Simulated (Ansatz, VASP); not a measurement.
## One calculation of Mo, two programs

Contents of INCAR:

```
SYSTEM = Mo
ALGO = Fast
EDIFF = 1E-6
ENCUT = 520
ISIF = 2
ISMEAR = 0
LASPH = .TRUE.
LCHARG = .FALSE.
LREAL = .FALSE.
LWAVE = .FALSE.
NBANDS = 13
NELM = 80
PREC = Accurate
SIGMA = 0.15
```

File KPOINTS:

```
k-points
0
G
  22 22 22
  0 0 0
```

POSCAR

```
Mo
1.0
   -1.4181195299      1.6419096650      1.6419096650
    1.6419096650     -1.4181195299      1.6419096650
    1.6419096650      1.6419096650     -1.4181195299
Mo
1
Direct
    0.0000000000      0.0000000000      0.0000000000
```

Input for Ansatz:

```yaml
crystal:
  lattice:
    - [-1.4181195299, 1.641909665, 1.641909665]
    - [1.641909665, -1.4181195299, 1.641909665]
    - [1.641909665, 1.641909665, -1.4181195299]
  atoms:
    - { symbol: Mo, position: [0.0, 0.0, 0.0] }
basis:
  ecutwfc: 420
kpoints:
  mp_grid: { grid: [22, 22, 22] }
hamiltonian:
  xc: lda
  pseudopotentials: { kind: paw, azcp: { folder: soft_1 } }
scf:
  occupations: { method: gaussian, width: 0.15 }
output:
  forces: true
  stress: true
  eigenvalues: true
```

Alike in both runs: task single point; functional LDA; k mesh 22 × 22 × 22; occupations gaussian, width 0.15 eV; no spin polarisation.

|  | VASP | Ansatz |
| --- | --- | --- |
| version | VASP 6.6.1 | Ansatz 0.2.0 |
| potentials or method | VASP PAW LDA potentials, release 64 (Mo_sv), cutoff 520 eV | scalar-relativistic, plane waves, PAW |
| valence electrons in the cell | 14 | 14 |

|  | VASP | Ansatz | Ansatz less VASP |
| --- | --- | --- | --- |
| gap on the k mesh at the Fermi level (eV) | none | none | - |
| pressure (GPa) | -26.3 | -27.0 | -0.68 |
| traceless stress, the component that is largest in VASP (GPa) | -6.53 | -6.49 | +0.043 |

Ansatz warns that its potentials were made for another functional, while VASP's fit it. LDA's correlation is that of Perdew and Zunger in VASP and of Perdew and Wang (1992) in Ansatz. A gap of «none» marks a metal or a gap that the smearing closes.
